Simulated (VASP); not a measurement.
**AlRu: density of states with PBE**

Crystal: AlRu.

```
Al Ru
1.0
     2.99160    0.00000    0.00000
     0.00000    2.99160    0.00000
     0.00000    0.00000    2.99160
Al Ru
1 1
Direct
  0.00000 0.00000 0.00000
  0.50000 0.50000 0.50000
```

```
Program                 : VASP 6.6.1
Task                    : density of states
Functional              : PBE
Potentials or basis     : VASP PAW PBE potentials, release 64 (Al, Ru_pv)
Cutoff                  : 520 eV
k mesh                  : 12 × 12 × 12
Occupations             : gaussian, width 0.05 eV
Spin                    : no spin polarisation
Dipole correction       : no
k mesh for the DOS      : 18 × 18 × 18
Occupations for the DOS : tetrahedron
Further INCAR settings  : ALGO = Fast; EDIFF = 1e-06; NBANDS = 16
```

```json
{
 "Valence electrons inside the program's atomic spheres": "Al 0.81; Ru 12.79"
}
```

Levels at points of the mesh, in eV from the Fermi level:
```
           k point  band 7  band 8  band 9  band 10  band 11  band 12
(0.00, 0.00, 0.00)    0.19    0.19    0.19     6.09     6.09     6.09
(0.50, 0.00, 0.00)   -1.59   -1.59    0.44     2.31     7.46    11.05
(0.50, 0.50, 0.00)   -1.35   -1.15   -1.15     1.55     5.33     6.25
(0.50, 0.50, 0.50)    1.64    1.64    2.59     4.15     4.15     4.15
```

Run time: 21 s on 1 thread of Intel(R) Xeon(R) 6975P-C (Granite Rapids) (shared host), peak memory 0.21 GiB.
